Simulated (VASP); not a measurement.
Here is a VASP 6.6.1 calculation.

The input INCAR:

```
SYSTEM = Cu
PREC = Accurate
ENCUT = 520
EDIFF = 1E-7
ISMEAR = 0
SIGMA = 0.15
LREAL = .False.
LASPH = .True.
NELM = 60
ALGO = Fast
ISIF = 2
LWAVE = .False.
LCHARG = .False.
GGA = CA
NBANDS = 12
```

Contents of KPOINTS:

```
regular mesh
0
Gamma
  22 22 22
  0 0 0
```

POSCAR

```
Cu
1.0
   -1.4273957576      1.4273957576      1.3410790181
    1.4273957576     -1.4273957576      1.3410790181
    1.4273957576      1.4273957576     -1.3410790181
Cu
1
Direct
    0.0000000000      0.0000000000      0.0000000000
```

Potentials or basis: VASP PAW LDA potentials, release 64 (Cu).

The run is started by

```sh
$ cat potpaw_LDA.64/Cu/POTCAR > POTCAR
$ mpirun -np 1 vasp_std > vasp.out
```

Question: Predict the pressure.

Answer: 0.9 GPa.

Stress tensor (GPa, compression positive):
```
0.88 0.00 0.00
0.00 0.88 0.00
0.00 0.00 1.02
```
